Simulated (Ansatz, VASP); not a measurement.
## CoO: VASP beside Ansatz

```xyz
2
Lattice="1.5280 0.8822 2.2122 -1.5280 0.8822 2.2122 0.0000 -1.7644 2.2122" Properties=species:S:1:pos:R:3 pbc="T T T"
Co    0.0000    0.0000    0.0000
O     0.0000    0.0000    3.3183
```

Alike in both runs: functional PBEsol; k mesh 12 × 12 × 12; occupations gaussian, width 0.1 eV; collinear spin.

Ansatz relaxed the structure, and its values are those at the end. VASP's run is a single point on that final structure, the one shown.

```csv
,VASP,Ansatz
version,VASP 6.6.1,Ansatz 0.2.0
potentials or method,"VASP PAW PBE potentials, release 64 (Co, O), cutoff 520 eV","scalar-relativistic, plane waves, PAW"
valence electrons in the cell,15,23
```

```tsv
	VASP	Ansatz	Ansatz less VASP
gap on the k mesh at the Fermi level (eV)	none	none	-
pressure (GPa)	-0.8	0.0	+0.83
net moment per atom (μB)	1.33	1.35	+0.022
size of the moment on the site where the two differ most (μB)	2.36	2.30	-0.054
```

VASP's potentials were made for PBE, not for PBEsol. Site moments also hang on the region over which each program counts them. A gap of «none» marks a metal or a gap that the smearing closes. VASP's potentials hold 15 valence electrons a cell and Ansatz's 23, so a difference there can come from the potentials and not from the codes.
